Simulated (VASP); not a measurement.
**PbO: single point with r2SCAN**

PbO:

```
Pb O
1.0
     3.98278    0.00000    0.00000
     0.00000    3.98278    0.00000
     0.00000    0.00000    5.17337
Pb O
2 2
Direct
  0.00000 0.50000 0.22930
  0.50000 0.00000 0.77070
  0.00000 0.00000 0.00000
  0.50000 0.50000 0.00000
```

```yaml
Program: VASP 6.6.1
Task: single point
Functional: r2SCAN
Potentials_or_basis: VASP PAW PBE potentials, release 64 (Pb_d, O)
Cutoff: 520 eV
k_mesh: 8 × 8 × 6
Occupations: gaussian, width 0.02 eV
Spin: no spin polarisation
Dipole_correction: no
Further_INCAR_settings: ALGO = Normal; EDIFF = 1e-06; NBANDS = 28
```

The pressure is 1.0 GPa. The largest force is 0.111 eV/Å. The band gap on the k mesh is 1.69 eV (least direct gap 2.63 eV).

Forces in eV/Å, atoms in the order of the input:
```
Pb   0.000  0.000  0.111
Pb   0.000  0.000 -0.111
O    0.000  0.000  0.000
O    0.000  0.000  0.000
```

Stress tensor (GPa, compression positive):
```
1.08 0.00 0.00
0.00 1.08 0.00
0.00 0.00 0.89
```

Levels at points of the mesh, in eV from the valence-band top:
| k point | band 18 | band 19 | band 20 | band 21 | band 22 | band 23 |
| --- | --- | --- | --- | --- | --- | --- |
| (0.00, 0.00, 0.00) | -1.78 | -1.78 | 0.00 | 2.63 | 5.51 | 6.18 |
| (0.50, 0.00, 0.00) | -3.13 | -1.68 | -1.68 | 3.64 | 3.64 | 6.78 |
| (0.50, 0.50, 0.00) | -1.76 | -1.14 | -1.14 | 1.69 | 1.69 | 5.62 |
| (0.00, 0.00, 0.50) | -1.80 | -1.80 | -1.03 | 2.28 | 4.55 | 4.55 |
| (0.50, 0.00, 0.50) | -3.10 | -1.09 | -1.09 | 3.30 | 3.30 | 6.86 |
| (0.50, 0.50, 0.50) | -2.24 | -1.14 | -1.14 | 3.85 | 3.85 | 4.93 |

Wall time 6.4 min on 1 thread of Intel(R) Xeon(R) Platinum 8488C (Sapphire Rapids), with other jobs on the host, peak memory 0.27 GiB.

Caveat: the PAW data sets were made with another functional, which shifts forces and pressure a little; spin-orbit coupling is left out, which moves the levels of the heavy elements. A k mesh can miss the band edges.
